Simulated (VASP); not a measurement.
Set up this calculation in VASP 6.6.1, as the native input.

```
Task                   : single point
Functional             : PBEsol
Potentials or basis    : VASP PAW PBE potentials, release 64 (Sb)
Cutoff                 : 520 eV
k mesh                 : 15 × 15 × 15
Occupations            : gaussian, width 0.15 eV
Spin                   : no spin polarisation
Dipole correction      : no
Further INCAR settings : ALGO = Normal; EDIFF = 1e-07; NBANDS = 12
```

The structure of Sb lies in POSCAR:

```
Sb
1.0
    2.0833495674      1.2028224336      3.9896147744
   -2.0833495674      1.2028224336      3.9896147744
    0.0000000000     -2.4056448671      3.9896147745
Sb
2
Direct
    0.2336400000      0.2336400000      0.2336400000
    0.7663600000      0.7663600000      0.7663600000
```

This cell differs from its parent crystal: ratio of the length along z to the lengths across it x 1.1, volume and fractional coordinates fixed.

One way to write it, as run:

INCAR

```
SYSTEM = Sb
ALGO = Normal
EDIFF = 1E-7
ENCUT = 520
GGA = PS
ISIF = 2
ISMEAR = 0
LASPH = .True.
LCHARG = .False.
LREAL = .False.
LWAVE = .False.
NBANDS = 12
NELM = 80
PREC = Accurate
SIGMA = 0.15
```

KPOINTS

```
k-points
0
Gamma
  15 15 15
  0 0 0
```

Potentials or basis: VASP PAW PBE potentials, release 64 (Sb).

Launch:

```sh
$ cat potpaw_PBE.64/Sb/POTCAR > POTCAR
$ mpirun -np 1 vasp_std > vasp.out
```

Results of the run:

| Item | Value |
| --- | --- |
| Pressure | 1.0 GPa |
| Largest force | 0.160 eV/Å |
| Band gap on the k mesh | zero (band 5 reaches 7.61 eV, above the bottom of band 6 at 6.91 eV) |

Caveat: the PAW data sets were made with another functional, which shifts forces and pressure a little; spin-orbit coupling is left out, which moves the levels of the heavy elements.

It took 75 s on 1 thread of Intel(R) Xeon(R) 6975P-C (Granite Rapids) (shared host), peak memory 0.35 GiB.
